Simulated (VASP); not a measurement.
# ZnSe (I-4m2) in VASP: further runs

ZnSe is run at these levels: PBE, r2SCAN; tasks: single point.

All numbers are computed with VASP 6.6.1; they aren't measurements. Logs are shortened: lines on timing, memory, paths and dates and some standing lists are left out, and cuts for length are marked.

## 1. The cell of the first run

Symmetry: I-4m2, No. 119, tetragonal system. The conventional cell has a = 3.924 Å, b = 3.924 Å, c = 5.665 Å, α = 90.00°, β = 90.00°, γ = 90.00°. Zn (site symmetry -4m2) has 4 Se at 2.42 Å within 3.2 Å. Se (site symmetry -4m2) has 4 Zn at 2.42 Å within 3.2 Å.

## 2. Single point, PBE (biaxial xy strain -2.0%)

Input file INCAR:

```
PREC     = Accurate       # precision mode
ENCUT    = 520            # plane-wave cutoff, eV
EDIFF    = 1E-6           # SCF threshold, eV
ISMEAR   = -1             # smearing method
SIGMA    = 0.02           # smearing width, eV
LREAL    = False          # projectors in reciprocal space
LASPH    = True           # aspherical terms in the spheres
NELM     = 100            # most SCF steps
ALGO     = Normal         # electronic algorithm
ISIF     = 2              # what is computed and relaxed
LWAVE    = False          # write WAVECAR
LCHARG   = False          # write CHGCAR
GGA      = PE             # functional
NBANDS   = 16             # bands
```

Input file KPOINTS:

```
regular mesh
0
Gamma
  8 8 8
```

Input file POSCAR:

```
ZnSe
1.0
    0.0000000000      2.7743560587      2.8324206827
    2.7743560587      0.0000000000      2.8324206827
    2.7743560587      2.7743560587      0.0000000000
Zn Se
1 1
Direct
    0.0000000000      0.0000000000      0.0000000000
    0.2500000000      0.2500000000      0.2500000000
```

Potentials or basis: VASP PAW PBE potentials, release 64 (Zn, Se).

Run with:

```
$ cat potpaw_PBE.64/Zn/POTCAR potpaw_PBE.64/Se/POTCAR > POTCAR
$ mpirun -np 1 vasp_std > vasp.out
```

OUTCAR:

```text
PREC = Accurate
   ENCUT = 520
   EDIFF = 1E-6
   ISMEAR = -1
   LREAL = False
   LASPH = True
   NELM = 100
   ISIF = 2
   GGA = PE

 ion  position               nearest neighbor table
   1  0.000  0.000  0.000-   2 2.42   2 2.42   2 2.42   2 2.42
   2  0.250  0.250  0.250-   1 2.42   1 2.42   1 2.42   1 2.42

  LATTYP: Found a body centered tetragonal cell.
 ALAT       =     3.9235319651
 C/A-ratio  =     1.4438117023

  Lattice vectors:

 A1 = (  -2.7743560587,   0.0000000000,   2.8324206827)
 A2 = (   2.7743560587,   0.0000000000,   2.8324206827)
 A3 = (   0.0000000000,   2.7743560587,  -2.8324206827)

Analysis of symmetry for initial positions (statically):
=====================================================================
 Subroutine PRICEL returns:
 Original cell was already a primitive cell.

 Routine SETGRP: Setting up the symmetry group for a
 body centered tetragonal supercell.

 Subroutine GETGRP returns: Found  8 space group operations
 (whereof  8 operations were pure point group operations)
 out of a pool of 16 trial point group operations.

The static configuration has the point symmetry D_2d.

Analysis of symmetry for dynamics (positions and initial velocities):
=====================================================================
 Subroutine PRICEL returns:
 Original cell was already a primitive cell.

 Routine SETGRP: Setting up the symmetry group for a
 body centered tetragonal supercell.

 Subroutine GETGRP returns: Found  8 space group operations
 (whereof  8 operations were pure point group operations)
 out of a pool of 16 trial point group operations.

The dynamic configuration has the point symmetry D_2d.

 Subroutine INISYM returns: Found  8 space group operations
 (whereof  8 operations are pure point group operations),
 and found     1 'primitive' translations

----------------------------------------------------------------------------------------

                                     Primitive cell

  volume of cell :      43.6026

  direct lattice vectors                    reciprocal lattice vectors
     0.000000000  2.774356059  2.832420683    -0.180222001  0.180222001  0.176527450
     2.774356059  0.000000000  2.832420683     0.180222001 -0.180222001  0.176527450
     2.774356059  2.774356059  0.000000000     0.180222001  0.180222001 -0.176527450

  length of vectors
     3.964802450  3.964802450  3.923531965     0.310035288  0.310035288  0.310035288

[... 73 lines left out ...]
   ICHARG =      2    charge: 1-file 2-atom 10-const
   ISPIN  =      1    spin polarized calculation?
   LNONCOLLINEAR =      F non collinear calculations
   LSORBIT =      F    spin-orbit coupling
   LASPH  =      T    aspherical Exc in radial PAW
   ENCUT  =  520.0 eV  38.22 Ry    6.18 a.u.   7.37  7.37  7.30*2*pi/ulx,y,z
   NELM   =    100;   NELMIN=  2; NELMDL= -5     # of ELM steps
   EDIFF  = 0.1E-05   stopping-criterion for ELM
   LREAL  =      F    real-space projection
   EDIFFG = 0.1E-04   stopping-criterion for IOM
   NSW    =      0    number of steps for IOM
   IBRION =     -1    ionic relax: 0-MD 1-quasi-New 2-CG
   NFREE  =      0    steps in history (QN), initial steepest desc. (CG)
   ISIF   =      2    stress and relaxation
   ISYM   =      2    0-nonsym 1-usesym 2-fastsym
   POTIM  = 0.5000    time-step for ionic-motion
   TEBEG  =    0.0;   TEEND  =   0.0 temperature during run
   PSTRESS=    0.0 pullay stress
   NELECT =      18.0000    total number of electrons
   NUPDOWN=      -1.0000    fix difference up-down
   EMIN   =  10.00;   EMAX   =-10.00  energy-range for DOS
   EFERMI =   0.00;   METHOD = LEGACY
   ISMEAR =    -1;   SIGMA  =   0.02  broadening in eV -4-tet -1-fermi 0-gaus
   EFERMI_NEDOS =   21; number of points for ismear=-14 and -15
   IALGO  =     38    algorithm
   IMIX   =      4    mixing-type and parameters
     AMIX     =   0.40;   BMIX     =  1.00
     AMIX_MAG =   1.60;   BMIX_MAG =  1.00
  volume/ion in A,a.u.               =      21.80       147.12
  Fermi-wavevector in a.u.,A,eV,Ry     =   1.218975  2.303530 20.216912  1.485901
  Thomas-Fermi vector in A             =   2.354243
   LORBIT       =      0    0 simple, 1 ext, 2 COOP (PROOUT), +10 PAW based schemes
   GGA     = PE    functional components
   LHFCALC =     F    Hartree Fock is set to
   AEXX    =    0.0000 exact exchange contribution
   IVDW    =     0    specifies the selected vdW correction
   LEPSILON=     F    determine dielectric tensor
   LRPA    =     F    only Hartree local field effects (RPA)
 non-spin polarized calculation
  energy-cutoff  :      520.00
  volume of cell :       43.60
 maximum number of plane-waves:      1195
 NGX is ok and might be reduce to    30
   NGX = 15   NGY = 15   NGZ = 15

 number of electron      17.9999985 magnetization

 Free energy of the ion-electron system (eV)
  ---------------------------------------------------
  ext. energy  EPLUGINS =         0.00000000
  ---------------------------------------------------
  free energy    TOTEN  =        -5.97273192 eV

  energy without entropy =       -5.97273192  energy(sigma->0) =       -5.97273192

 E-fermi :   2.4528     XC(G=0):  -9.5198

 val. band max:        2.0178887525   @ k =   0.0000   0.0000   0.0000
 cond. band min:       3.4552547311   @ k =   0.0000   0.0000   0.0000
 fundamental gap:      1.4373659786
 Fermi energy:         2.4528073648

 k-point     1 :       0.0000    0.0000    0.0000
  band No.  band energies     occupation
      1     -11.5528      2.00000
      2      -4.7275      2.00000
      3      -4.7174      2.00000
      4      -4.7174      2.00000
      5      -4.3137      2.00000
      6      -4.3090      2.00000
[... 433 lines left out ...]
      3      -4.6143      2.00000
      4      -4.5456      2.00000
      5      -4.3081      2.00000
      6      -4.2866      2.00000
[... 8 lines left out ...]
     15      13.8735      0.00000
     16      14.4520      0.00000

 [... further k-points ...]
[... 5 lines left out ...]
  --------------------------------------------------------------------------------------
  -------------------------------------------------------------------------------------
  Total        1.5549599      1.5549599      1.3656861      0.0000000      0.0000000      0.0000000
  in kB       57.1370263     57.1370263     50.1821569      0.0000000      0.0000000      0.0000000
  external PRESSURE =      54.8187365 kB  Pullay stress =       0.0000000 kB

 VOLUME and BASIS-vectors are now :
 -----------------------------------------------------------------------------
  energy-cutoff  :      520.00
  volume of cell :       43.60
      direct lattice vectors                 reciprocal lattice vectors
     0.000000000  2.774356059  2.832420683    -0.180222001  0.180222001  0.176527450
     2.774356059  0.000000000  2.832420683     0.180222001 -0.180222001  0.176527450
     2.774356059  2.774356059  0.000000000     0.180222001  0.180222001 -0.176527450

 POSITION                                       TOTAL-FORCE (eV/Angst)
 -----------------------------------------------------------------------------------
      0.00000      0.00000      0.00000         0.000000      0.000000     -0.000000
      1.38718      1.38718      1.41621        -0.000000     -0.000000      0.000000
 -----------------------------------------------------------------------------------
    total drift:                                0.000001      0.000001      0.000000

  FREE ENERGIE OF THE ION-ELECTRON SYSTEM (eV)
  ---------------------------------------------------
  free  energy   TOTEN  =        -5.9727319248 eV

  energy  without entropy=       -5.9727319248  energy(sigma->0) =       -5.97273192
```

stdout:

```text
POSCAR found type information on POSCAR ZnSe
 POSCAR found :  2 types and       2 ions
 scaLAPACK will be used
 LDA part: xc-table for (Slater+PW92), standard interpolation
 POSCAR, INCAR and KPOINTS ok, starting setup
 FFT: planning ... GRIDC
 FFT: planning ... GRID_SOFT
 FFT: planning ... GRID
 WAVECAR not read
 entering main loop
```

Run time: 18 s. Hardware: 1 thread of Intel Xeon 6975P-C (Granite Rapids), shared host; peak memory 0.19 GiB.

What came out:

| Quantity | Value |
| --- | --- |
| Free energy | -5.9727 eV |
| Pressure | 5.5 GPa |
| Band gap on the k mesh | 1.44 eV, direct |

Caveat: the cell differs from its parent crystal (biaxial xy strain -2.0%).

## 3. Single point, r2SCAN (biaxial xy strain -2.0%)

POSCAR is that of step 2.

Input file INCAR.step1:

```
SYSTEM = ZnSe
ALGO = Normal
EDIFF = 1E-4
ENCUT = 520
GGA = PE
ISMEAR = 0
LASPH = .TRUE.
LCHARG = .FALSE.
LREAL = .FALSE.
LWAVE = .TRUE.
NBANDS = 16
NELM = 80
PREC = Accurate
SIGMA = 0.01
```

Input file INCAR.step2:

```
SYSTEM = ZnSe
ALGO = Normal
EDIFF = 1E-6
ENCUT = 520
ISIF = 2
ISMEAR = 0
ISTART = 1
LASPH = .TRUE.
LCHARG = .FALSE.
LMIXTAU = .TRUE.
LREAL = .FALSE.
LWAVE = .FALSE.
METAGGA = R2SCAN
NBANDS = 16
NELM = 80
PREC = Accurate
SIGMA = 0.01
```

Input file KPOINTS:

```
k-points
0
G
  8 8 8
  0 0 0
```

Potentials or basis: VASP PAW PBE potentials, release 64 (Zn, Se).

Run with:

```
$ cat potpaw_PBE.64/Zn/POTCAR potpaw_PBE.64/Se/POTCAR > POTCAR
$ cp INCAR.step1 INCAR
$ mpirun -np 1 vasp_std > vasp.out
$ cp INCAR.step2 INCAR
$ mpirun -np 1 vasp_std > vasp.out
```

OUTCAR:

```text
SYSTEM = ZnSe
   EDIFF = 1E-6
   ENCUT = 520
   ISIF = 2
   ISMEAR = 0
   ISTART = 1
   LASPH = .TRUE.
   LREAL = .FALSE.
   METAGGA = R2SCAN
   NELM = 80
   PREC = Accurate

 ion  position               nearest neighbor table
   1  0.000  0.000  0.000-   2 2.42   2 2.42   2 2.42   2 2.42
   2  0.250  0.250  0.250-   1 2.42   1 2.42   1 2.42   1 2.42

  LATTYP: Found a body centered tetragonal cell.
 ALAT       =     3.9235319651
 C/A-ratio  =     1.4438117023

  Lattice vectors:

 A1 = (  -2.7743560587,   0.0000000000,   2.8324206827)
 A2 = (   2.7743560587,   0.0000000000,   2.8324206827)
 A3 = (   0.0000000000,   2.7743560587,  -2.8324206827)

Analysis of symmetry for initial positions (statically):
=====================================================================
 Subroutine PRICEL returns:
 Original cell was already a primitive cell.

 Routine SETGRP: Setting up the symmetry group for a
 body centered tetragonal supercell.

 Subroutine GETGRP returns: Found  8 space group operations
[... 159 lines left out ...]
  ---------------------------------------------------
  ext. energy  EPLUGINS =         0.00000000
  ---------------------------------------------------
  free energy    TOTEN  =       -24.89038799 eV

  energy without entropy =      -24.89038799  energy(sigma->0) =      -24.89038799

 E-fermi :   1.7496     XC(G=0): -10.1316

 val. band max:        1.7057967530   @ k =   0.0000   0.0000   0.0000
 cond. band min:       3.7332559135   @ k =   0.0000   0.0000   0.0000
 fundamental gap:      2.0274591605
 Fermi energy:         1.7495646805

 k-point     1 :       0.0000    0.0000    0.0000
  band No.  band energies     occupation
      1     -12.3304      2.00000
      2      -5.1866      2.00000
      3      -5.1763      2.00000
      4      -5.1763      2.00000
      5      -4.7310      2.00000
      6      -4.7264      2.00000
[... 433 lines left out ...]
      3      -5.0657      2.00000
      4      -4.9870      2.00000
      5      -4.7270      2.00000
      6      -4.7040      2.00000
[... 8 lines left out ...]
     15      14.2283      0.00000
     16      14.8045      0.00000

 [... further k-points ...]
[... 5 lines left out ...]
  --------------------------------------------------------------------------------------
  -------------------------------------------------------------------------------------
  Total        0.9192702      0.9192702      0.6953093      0.0000000      0.0000000      0.0000000
  in kB       33.7785976     33.7785976     25.5491504      0.0000000      0.0000000      0.0000000
  external PRESSURE =      31.0354485 kB  Pullay stress =       0.0000000 kB

 VOLUME and BASIS-vectors are now :
 -----------------------------------------------------------------------------
  energy-cutoff  :      520.00
  volume of cell :       43.60
      direct lattice vectors                 reciprocal lattice vectors
     0.000000000  2.774356059  2.832420683    -0.180222001  0.180222001  0.176527450
     2.774356059  0.000000000  2.832420683     0.180222001 -0.180222001  0.176527450
     2.774356059  2.774356059  0.000000000     0.180222001  0.180222001 -0.176527450

 POSITION                                       TOTAL-FORCE (eV/Angst)
 -----------------------------------------------------------------------------------
      0.00000      0.00000      0.00000        -0.000000      0.000000      0.000000
      1.38718      1.38718      1.41621         0.000000     -0.000000     -0.000000
 -----------------------------------------------------------------------------------
    total drift:                                0.000027      0.000027      0.000029

  FREE ENERGIE OF THE ION-ELECTRON SYSTEM (eV)
  ---------------------------------------------------
  free  energy   TOTEN  =       -24.8903879878 eV

  energy  without entropy=      -24.8903879878  energy(sigma->0) =      -24.89038799
```

OUTCAR.step1:

```text
SYSTEM = ZnSe
   EDIFF = 1E-4
   ENCUT = 520
   GGA = PE
   ISMEAR = 0
   LASPH = .TRUE.
   LREAL = .FALSE.
[... 678 lines left out ...]
      0.00000      0.00000      0.00000        -0.000000     -0.000000      0.000000
      1.38718      1.38718      1.41621         0.000000      0.000000     -0.000000
 -----------------------------------------------------------------------------------
    total drift:                                0.000001      0.000001      0.000000

  FREE ENERGIE OF THE ION-ELECTRON SYSTEM (eV)
  ---------------------------------------------------
  free  energy   TOTEN  =        -5.9727305162 eV

  energy  without entropy=       -5.9727305162  energy(sigma->0) =       -5.97273052
```

It took 89 s on 1 thread of Intel Xeon 6975P-C (Granite Rapids), shared host; peak memory 0.19 GiB.

What came out:

```yaml
Free_energy: -24.8904 eV
Pressure: 3.1 GPa
Band_gap_on_the_k_mesh: 2.03 eV, direct
```

Stress tensor (GPa, compression positive):
```
3.38 0.00 0.00
0.00 3.38 0.00
0.00 0.00 2.55
```

Caveat: the cell differs from its parent crystal (biaxial xy strain -2.0%); the PAW data sets were made with another functional, which shifts forces and pressure a little.
